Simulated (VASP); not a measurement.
# H2C5 in VASP: further runs, part 2 of 2

VASP 6.6.1. Earlier steps stand in the parts before.

**3. Single point, PBEsol**

File INCAR:

```
SYSTEM = H2C5
ALGO = Normal ; EDIFF = 1E-6
ENCUT = 520 ; GGA = PS
ISIF = 2 ; ISMEAR = -1
LASPH = .TRUE. ; LCHARG = .TRUE.
LELF = .TRUE. ; LREAL = Auto
LVHAR = .TRUE. ; LWAVE = .FALSE.
NBANDS = 122 ; NELM = 100
PREC = Accurate ; SIGMA = 0.02
```

File KPOINTS:

```
k-points
0
G
  2 1 1
  0 0 0
```

File POSCAR:

```
H2C5
1.0
    5.0487420000      0.0000000000      0.0000000000
    0.0000000000     10.0974850000      0.0000000000
    0.0000000000      0.0000000000     17.1647000000
H C
16 40
Direct
    0.4277897346      0.0000000000      0.0582591015
    0.0722160095      0.0000000000      0.0582591015
    0.9277954786      0.0000000000      0.0582591015
    0.5722217535      0.0000000000      0.0582591015
    0.4277897346      0.2500028472      0.0582591015
    0.0722160095      0.2500028472      0.0582591015
    0.9277954786      0.2500028472      0.0582591015
    0.5722217535      0.2500028472      0.0582591015
    0.4277897346      0.4999957910      0.0582591015
    0.0722160095      0.4999957910      0.0582591015
    0.9277954786      0.4999957910      0.0582591015
    0.5722217535      0.4999957910      0.0582591015
    0.4277897346      0.7499986383      0.0582591015
    0.0722160095      0.7499986383      0.0582591015
    0.9277954786      0.7499986383      0.0582591015
    0.5722217535      0.7499986383      0.0582591015
    0.2500028720      0.0000000000      0.0952361533
    0.7500086160      0.0000000000      0.0952361533
    0.2500028720      0.2500028472      0.0952361533
    0.7500086160      0.2500028472      0.0952361533
    0.2500028720      0.4999957910      0.0952361533
    0.7500086160      0.4999957910      0.0952361533
    0.2500028720      0.7499986383      0.0952361533
    0.7500086160      0.7499986383      0.0952361533
    0.2500028720      0.1250014236      0.1472324014
    0.7500086160      0.1250014236      0.1472324014
    0.2500028720      0.3750042709      0.1472324014
    0.7500086160      0.3750042709      0.1472324014
    0.2500028720      0.6249972147      0.1472324014
    0.7500086160      0.6249972147      0.1472324014
    0.2500028720      0.8750000619      0.1472324014
    0.7500086160      0.8750000619      0.1472324014
   -0.0010101526      0.1255956310      0.1956165852
    0.5021052769      0.1304582280      0.1918646991
   -0.0022579882      0.3749052363      0.2028698433
    0.4942221250      0.3777376248      0.2049030860
    0.0034662100      0.6215904257      0.1949466055
    0.5045811412      0.6225114472      0.1921618205
   -0.0001980691      0.8725935221      0.2060507903
    0.4944598080      0.8735937711      0.2023222078
    0.0103788231      0.0112107124      0.2532523143
    0.5021845046      0.0095865456      0.2495586873
   -0.0045753972      0.2364549192      0.2541436786
    0.5004414961      0.2434170489      0.2519997437
    0.0057440051      0.5082057562      0.2550292169
    0.4958066782      0.5121572352      0.2521453914
    0.0062193711      0.7306175746      0.2504675293
    0.4976883350      0.7384512084      0.2527279824
    0.2550734421      0.0536272151      0.2936666531
    0.7457501294      0.0532706907      0.2892622650
    0.2482994774      0.1918497527      0.2984205958
    0.7445617146      0.1907603725      0.2946687096
    0.2552318974      0.5551184280      0.2918606209
    0.7460472332      0.5495427822      0.2955542480
    0.2469526072      0.6932518345      0.2931772766
    0.7498303538      0.6889735414      0.2914877627
```

Potentials or basis: VASP PAW PBE potentials, release 64 (H, C).

Launch:

```
$ cat potpaw_PBE.64/H/POTCAR potpaw_PBE.64/C/POTCAR > POTCAR
$ mpirun -np 1 vasp_std > vasp.out
```

It took 14 min on 1 thread of Intel Xeon 6975P-C (Granite Rapids), shared host; peak memory 0.86 GiB.

The run converged. Its results:

```
Free energy            : -395.8337 eV
Largest force          : 8.958 eV/Å
Band gap on the k mesh : 0.62 eV
```

Forces on the atoms (eV/Å):
```
H   -8.946 -0.059  0.036
H    8.953 -0.042  0.046
H   -8.930 -0.029  0.053
H    8.931 -0.059  0.048
H   -8.955  0.028  0.024
H    8.944  0.117  0.007
H   -8.909  0.110  0.018
H    8.920  0.024  0.054
H   -8.944 -0.052  0.031
H    8.931 -0.071  0.018
H   -8.924 -0.057  0.021
H    8.941 -0.059  0.027
H   -8.947  0.016  0.042
H    8.958  0.040  0.029
H   -8.940  0.018  0.028
H    8.924  0.035  0.055
C   -0.075 -0.122  1.320
C    0.073 -0.179  1.346
C   -0.114  0.175  1.055
C    0.176  0.209  1.151
C   -0.050 -0.163  1.028
C    0.040 -0.200  1.024
C   -0.179  0.149  1.182
C    0.210  0.194  1.257
C   -0.224  0.561 -3.825
C    0.531  0.381 -3.902
C   -0.386  0.010  0.824
C   -0.311  0.312  0.934
C    0.432 -0.445 -4.053
C    0.965 -0.536 -3.924
C   -0.448 -0.362  0.690
C   -0.120 -0.285  1.011
C    0.815 -0.402 -1.417
C   -1.122 -1.387  0.819
C    0.395 -0.501  1.413
C    0.701 -0.583 -0.083
C   -0.593 -0.584 -1.716
C   -1.218  1.060  0.741
C    0.394  0.140 -0.989
C    1.033  0.387  0.661
C   -2.052 -2.472  0.319
C   -0.694 -0.779  0.648
C    0.688  1.494  0.855
C   -0.712 -0.556  1.721
C   -1.375 -1.623 -0.842
C    1.378 -2.346  0.024
C   -1.770  3.992  1.975
C    0.453  0.999  0.057
C    0.298  1.173 -0.194
C    1.065  0.863  1.036
C    0.500  0.128 -2.186
C    0.154  0.276 -0.918
C   -0.985  0.778  0.848
C    0.761  1.867 -0.693
C    1.387 -0.977  0.043
C   -0.025 -0.607  0.223
```

Levels at points of the mesh, in eV from the valence-band top:
```
           k point  band 86  band 87  band 88  band 89  band 90  band 91
(0.00, 0.00, 0.00)    -0.35    -0.14     0.00     0.62     0.75     1.29
(0.50, 0.00, 0.00)    -1.22    -0.92    -0.82     1.15     1.31     1.40
```

Caveat: the k points lie up to 0.62 Å⁻¹ apart; the PAW data sets were made with another functional, which shifts forces and pressure a little.

**4. Single point, PBEsol**

File INCAR:

```
SYSTEM = H2C5
PREC = Accurate
ENCUT = 520
EDIFF = 1E-6
ISMEAR = -1
SIGMA = 0.02
LREAL = Auto
LASPH = .True.
NELM = 60
ALGO = Normal
ISIF = 2
LWAVE = .False.
LCHARG = .False.
GGA = PS
NBANDS = 122
```

File KPOINTS:

```
Automatic mesh
0
Gamma
  2 1 1
  0 0 0
```

File POSCAR:

```
H2C5
1.0
    5.0487420000      0.0000000000      0.0000000000
    0.0000000000     10.0974850000      0.0000000000
    0.0000000000      0.0000000000     17.1647000000
H C
16 40
Direct
    0.4277897346      0.0000000000      0.0582591015
    0.0722160095      0.0000000000      0.0582591015
    0.9277954786      0.0000000000      0.0582591015
    0.5722217535      0.0000000000      0.0582591015
    0.4277897346      0.2500028472      0.0582591015
    0.0722160095      0.2500028472      0.0582591015
    0.9277954786      0.2500028472      0.0582591015
    0.5722217535      0.2500028472      0.0582591015
    0.4277897346      0.4999957910      0.0582591015
    0.0722160095      0.4999957910      0.0582591015
    0.9277954786      0.4999957910      0.0582591015
    0.5722217535      0.4999957910      0.0582591015
    0.4277897346      0.7499986383      0.0582591015
    0.0722160095      0.7499986383      0.0582591015
    0.9277954786      0.7499986383      0.0582591015
    0.5722217535      0.7499986383      0.0582591015
    0.2500028720      0.0000000000      0.0952361533
    0.7500086160      0.0000000000      0.0952361533
    0.2500028720      0.2500028472      0.0952361533
    0.7500086160      0.2500028472      0.0952361533
    0.2500028720      0.4999957910      0.0952361533
    0.7500086160      0.4999957910      0.0952361533
    0.2500028720      0.7499986383      0.0952361533
    0.7500086160      0.7499986383      0.0952361533
    0.2500028720      0.1250014236      0.1472324014
    0.7500086160      0.1250014236      0.1472324014
    0.2500028720      0.3750042709      0.1472324014
    0.7500086160      0.3750042709      0.1472324014
    0.2500028720      0.6249972147      0.1472324014
    0.7500086160      0.6249972147      0.1472324014
    0.2500028720      0.8750000619      0.1472324014
    0.7500086160      0.8750000619      0.1472324014
   -0.0091111806      0.1273683496      0.1970031518
    0.4992728882      0.1215451174      0.1927152819
    0.0013864840      0.3766086308      0.2078801261
    0.5010753174      0.3741327667      0.2042622359
   -0.0062985987      0.6233532409      0.1932046584
    0.5005999514      0.6233136271      0.1934027393
   -0.0032879478      0.8739998128      0.2054681993
    0.5053338039      0.8699592027      0.2028057583
   -0.0000990346      0.0052389283      0.2564157836
    0.5054526454      0.0052884456      0.2514229786
   -0.0079029588      0.2491907638      0.2578780870
    0.4913105086      0.2455165816      0.2527862415
   -0.0018816569      0.5118205177      0.2533746585
    0.5028975535      0.5088791912      0.2538989904
   -0.0015647462      0.7417094455      0.2544116705
    0.5020062423      0.7387186017      0.2506423066
    0.2547169176      0.0608864485      0.2913129854
    0.7429375476      0.0523991865      0.2903109288
    0.2482598635      0.1988118824      0.2934802239
    0.7437496311      0.1911168969      0.2934627462
    0.2507753417      0.5565148153      0.2937249122
    0.7566241254      0.5539300133      0.2941502036
    0.2519241427      0.6953711741      0.2949483533
    0.7490974980      0.6939351730      0.2881087348
```

Potentials or basis: VASP PAW PBE potentials, release 64 (H, C).

Launch:

```
$ cat potpaw_PBE.64/H/POTCAR potpaw_PBE.64/C/POTCAR > POTCAR
$ mpirun -np 1 vasp_std > vasp.out
```

OUTCAR:

```text
SYSTEM = H2C5
   PREC = Accurate
   ENCUT = 520
   EDIFF = 1E-6
   ISMEAR = -1
   LREAL = Auto
   LASPH = .True.
   NELM = 60
   ISIF = 2
   GGA = PS

 ion  position               nearest neighbor table
   1  0.428  0.000  0.058-   4 0.73  17 1.10
   2  0.072  0.000  0.058-   3 0.73  17 1.10
   3  0.928  0.000  0.058-   2 0.73  18 1.10
   4  0.572  0.000  0.058-   1 0.73  18 1.10
   5  0.428  0.250  0.058-   8 0.73  19 1.10
   6  0.072  0.250  0.058-   7 0.73  19 1.10
[... 8 lines left out ...]
  15  0.928  0.750  0.058-  14 0.73  24 1.10
  16  0.572  0.750  0.058-  13 0.73  24 1.10
  17  0.250  0.000  0.095-   2 1.10   1 1.10  31 1.55  25 1.55
[... 29 lines left out ...]
  47  0.998  0.742  0.254-  56 1.47  55 1.53  39 1.58  37 1.59
  48  0.502  0.739  0.251-  56 1.47  38 1.52  55 1.54  40 1.56
  49  0.255  0.061  0.291-  51 1.39  41 1.53  42 1.54
  50  0.743  0.052  0.290-  52 1.40  42 1.45  41 1.50
  51  0.248  0.199  0.293-  49 1.39  44 1.49  43 1.52
  52  0.744  0.191  0.293-  50 1.40  43 1.51  44 1.55
  53  0.251  0.557  0.294-  55 1.40  45 1.52  46 1.52
  54  0.757  0.554  0.294-  56 1.42  45 1.47  46 1.52
  55  0.252  0.695  0.295-  53 1.40  47 1.53  48 1.54
  56  0.749  0.694  0.288-  54 1.42  47 1.47  48 1.47

  LATTYP: Found a simple orthorhombic cell.
 ALAT       =     5.0487420000
 B/A-ratio  =     2.0000001981
 C/A-ratio  =     3.3997974149

  Lattice vectors:

 A1 = (   5.0487420000,   0.0000000000,   0.0000000000)
 A2 = (   0.0000000000,  10.0974850000,   0.0000000000)
 A3 = (   0.0000000000,   0.0000000000,  17.1647000000)

Analysis of symmetry for initial positions (statically):
=====================================================================
 Subroutine PRICEL returns:
 Original cell was already a primitive cell.

 Routine SETGRP: Setting up the symmetry group for a
 simple orthorhombic supercell.

 Subroutine GETGRP returns: Found  1 space group operations
 (whereof  1 operations were pure point group operations)
 out of a pool of  8 trial point group operations.

The static configuration has the point symmetry C_1 .

[... 227 lines left out ...]
   LRPA    =     F    only Hartree local field effects (RPA)
 non-spin polarized calculation
  energy-cutoff  :      520.00
  volume of cell :      875.05
 maximum number of plane-waves:     23593
 NGX is ok and might be reduce to    40
   NGX = 19   NGY = 37   NGZ = 63

 number of electron     176.0000004 magnetization

 Free energy of the ion-electron system (eV)
  ---------------------------------------------------
  ext. energy  EPLUGINS =         0.00000000
  ---------------------------------------------------
  free energy    TOTEN  =      -396.04470941 eV

  energy without entropy =     -396.04470937  energy(sigma->0) =     -396.04470939

 E-fermi :   0.4723     XC(G=0):  -4.8757

 val. band max:        0.1379461083   @ k =   0.0000   0.0000   0.0000
 cond. band min:       0.8065270629   @ k =   0.0000   0.0000   0.0000
 fundamental gap:      0.6685809546
 Fermi energy:         0.4722559151

 k-point     1 :       0.0000    0.0000    0.0000
  band No.  band energies     occupation
      1     -21.4226      2.00000
      2     -20.8641      2.00000
      3     -19.3006      2.00000
      4     -19.0945      2.00000
      5     -18.3357      2.00000
      6     -17.1880      2.00000
[... 92 lines left out ...]
     99       3.9368      0.00000
    100       3.9463      0.00000

 k-point     2 :       0.5000    0.0000    0.0000
  band No.  band energies     occupation
      1     -20.4188      2.00000
      2     -20.1450      2.00000
      3     -19.8528      2.00000
      4     -19.5848      2.00000
      5     -18.2419      2.00000
      6     -18.0806      2.00000
[... 92 lines left out ...]
     99       4.5080      0.00000
    100       4.6645      0.00000
 [bands above 100 left out]

------------------------ aborting loop because EDIFF is reached ----------------------------------------

  FORCE on cell =-STRESS in cart. coord.  units (eV):
  Direction    XX          YY          ZZ          XY          YZ          ZX
  --------------------------------------------------------------------------------------
  -------------------------------------------------------------------------------------
  Total      158.7966086    -24.5965818     -8.8339125      2.1528630     -1.1955886      0.1400203
  in kB      290.7496451    -45.0352655    -16.1745073      3.9417981     -2.1890704      0.2563711
  external PRESSURE =      76.5132908 kB  Pullay stress =       0.0000000 kB

 VOLUME and BASIS-vectors are now :
 -----------------------------------------------------------------------------
  energy-cutoff  :      520.00
  volume of cell :      875.05
      direct lattice vectors                 reciprocal lattice vectors
     5.048742000  0.000000000  0.000000000     0.198069143  0.000000000  0.000000000
     0.000000000 10.097485000  0.000000000     0.000000000  0.099034562  0.000000000
     0.000000000  0.000000000 17.164700000     0.000000000  0.000000000  0.058259102

 POSITION                                       TOTAL-FORCE (eV/Angst)
 -----------------------------------------------------------------------------------
      2.15980      0.00000      1.00000        -8.939096     -0.040934      0.036026
      0.36460      0.00000      1.00000         8.942572     -0.102688      0.001885
      4.68420      0.00000      1.00000        -8.901451     -0.109084      0.030885
      2.88900      0.00000      1.00000         8.912262     -0.027747      0.066075
      2.15980      2.52440      1.00000        -8.918585      0.101788      0.013030
      0.36460      2.52440      1.00000         8.928532      0.037783      0.024369
[... 48 lines left out ...]
      1.27190      7.02150      5.06270        -0.163801     -0.863686     -0.852281
      3.78200      7.00700      4.94530         0.306296     -1.403321      1.895421
 -----------------------------------------------------------------------------------
    total drift:                               -0.014687      0.003555     -0.089311

  FREE ENERGIE OF THE ION-ELECTRON SYSTEM (eV)
  ---------------------------------------------------
  free  energy   TOTEN  =      -396.0447094073 eV

  energy  without entropy=     -396.0447093682  energy(sigma->0) =     -396.04470939
```

stdout:

```text
POSCAR found type information on POSCAR H C
 POSCAR found :  2 types and      56 ions
 scaLAPACK will be used
 -----------------------------------------------------------------------------
|                                                                             |
|                                                                             |
|     You enforced a specific xc type in the INCAR file but a different       |
|     I HOPE YOU KNOW WHAT YOU ARE DOING!                                     |
|                                                                             |
 -----------------------------------------------------------------------------

 LDA part: xc-table for (Slater+PW92), standard interpolation
 POSCAR, INCAR and KPOINTS ok, starting setup
 FFT: planning ... GRIDC
 FFT: planning ... GRID_SOFT
 FFT: planning ... GRID
 WAVECAR not read
 entering main loop
```

It took 12 min on 1 thread of Intel Xeon 6975P-C (Granite Rapids), shared host; peak memory 0.86 GiB.

What came out:

```
Free energy            : -396.0447 eV
Largest force          : 8.964 eV/Å
Band gap on the k mesh : 0.67 eV
```

Forces in eV/Å, atoms in the order of the input:
```
H   -8.939 -0.041  0.036
H    8.943 -0.103  0.002
H   -8.901 -0.109  0.031
H    8.912 -0.028  0.066
H   -8.919  0.102  0.013
H    8.929  0.038  0.024
H   -8.907  0.037  0.033
H    8.895  0.075  0.037
H   -8.917 -0.096  0.026
H    8.945 -0.050  0.009
H   -8.920 -0.061  0.035
H    8.907 -0.060  0.030
H   -8.954  0.075  0.026
H    8.964  0.020  0.012
H   -8.925  0.023  0.031
H    8.915  0.059  0.065
C   -0.279 -0.152  1.352
C    0.252 -0.172  1.308
C   -0.089  0.119  1.419
C    0.145  0.206  1.389
C   -0.117 -0.206  1.258
C    0.056 -0.267  1.210
C   -0.132  0.158  1.175
C    0.186  0.171  1.130
C   -1.040  0.027 -3.126
C   -0.308  0.035 -3.413
C    0.091 -0.005  1.418
C    0.097 -0.006  1.356
C   -0.463 -0.195 -3.782
C   -0.534 -0.291 -4.215
C    0.032 -0.371  0.946
C    0.217 -0.346  0.754
C    1.877 -0.332 -1.326
C   -0.308  1.516  0.046
C   -0.620  0.326 -1.155
C   -0.248  0.708 -0.058
C    2.060  0.835  0.361
C   -0.547 -0.197 -0.014
C    0.965  0.299 -0.044
C   -1.124  1.363  0.305
C    0.025  1.259 -0.990
C   -1.842  0.363  0.119
C    0.613 -2.364 -0.735
C    1.620 -1.913  0.011
C    1.041 -1.209  0.085
C   -0.154 -0.516 -0.124
C    0.646  0.307 -0.820
C   -0.625  0.703  0.758
C   -0.696 -0.776  0.510
C    1.460  1.404  1.649
C   -0.128 -0.970 -0.017
C   -0.773  0.419  0.026
C    0.190  0.846 -0.314
C   -1.715  1.611  0.031
C   -0.164 -0.864 -0.852
C    0.306 -1.403  1.895
```

Caveat: the k points lie up to 0.62 Å⁻¹ apart; the PAW data sets were made with another functional, which shifts forces and pressure a little.
